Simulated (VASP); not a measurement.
Input of a VASP 6.6.1 run:

File POSCAR:

```
Ni
1.0
    0.0000000000      1.7302411340      1.7302411340
    1.7302411340      0.0000000000      1.7302411340
    1.7302411340      1.7302411340      0.0000000000
Ni
1
Direct
    0.0000000000      0.0000000000      0.0000000000
```

INCAR.step1

```
SYSTEM = Ni
ALGO = Normal
EDIFF = 1E-4
ENCUT = 520
GGA = PE
ISMEAR = 1
LASPH = .True.
LCHARG = .False.
LREAL = .False.
LWAVE = .True.
NBANDS = 11
NELM = 80
PREC = Accurate
SIGMA = 0.0173
```

File INCAR.step2:

```
SYSTEM = Ni
ALGO = Normal
EDIFF = 1E-7
ENCUT = 520
ISIF = 2
ISMEAR = 1
ISTART = 1
LASPH = .True.
LCHARG = .True.
LELF = .True.
LMIXTAU = .True.
LREAL = .False.
LVHAR = .True.
LWAVE = .False.
METAGGA = R2SCAN
NBANDS = 11
NELM = 80
PREC = Accurate
SIGMA = 0.0173
```

File KPOINTS:

```
k-points
0
Gamma
  9 9 9
  0 0 0
```

Potentials or basis: VASP PAW PBE potentials, release 64 (Ni).

Run with:

```bash
$ cat potpaw_PBE.64/Ni/POTCAR > POTCAR
$ cp INCAR.step1 INCAR
$ mpirun -np 1 vasp_std > vasp.out
$ cp INCAR.step2 INCAR
$ mpirun -np 1 vasp_std > vasp.out
```

Question: What does it give for the band gap on the k mesh?

Answer: Zero (band 5 reaches 9.81 eV, above the bottom of band 6 at 8.72 eV).

Question: Predict the pressure.

Answer: 0.6 GPa.

Caveat: the PAW data sets were made with another functional, which shifts forces and pressure a little; the run has no spin polarisation, though such a crystal can be magnetic. Spin polarisation is off, so any magnetic state and its effect on volume and gap are missing.
